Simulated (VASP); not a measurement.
## MoP3: single point with PBE

Crystal: MoP3.

```
CELL_PARAMETERS angstrom
4.01901 0.00000 0.00000
0.00000 4.01901 0.00000
0.00000 0.00000 4.01901
ATOMIC_POSITIONS crystal
Mo 0.00000 0.00000 0.00000
P 0.00000 0.50000 0.50000
P 0.50000 0.00000 0.50000
P 0.50000 0.50000 0.00000
```

```json
{"Program": "VASP 6.6.1", "Task": "single point", "Functional": "PBE", "Potentials or basis": "VASP PAW PBE potentials, release 64 (Mo_sv, P)", "Cutoff": "520 eV", "k mesh": "4 × 4 × 4", "Occupations": "gaussian, width 0.1 eV", "Spin": "no spin polarisation"}
```

```
Pressure : -12.4 GPa
```

Levels at points of the mesh, in eV from the Fermi level:
```csv
k point,band 13,band 14,band 15,band 16,band 17,band 18
"(0.00, 0.00, 0.00)",-1.01,-0.26,-0.26,0.27,0.27,0.27
"(0.50, 0.00, 0.00)",-1.76,-1.05,-0.77,0.37,0.65,0.65
"(0.50, 0.50, 0.00)",-1.21,-1.21,-0.30,-0.10,0.77,3.41
"(0.50, 0.50, 0.50)",0.13,0.13,0.86,0.86,0.86,3.89
```

Run time: 24 s on 1 thread of Intel Xeon 8259CL, with other jobs on the host, peak memory 0.17 GiB.

Caveat: the k points lie up to 0.39 Å⁻¹ apart.
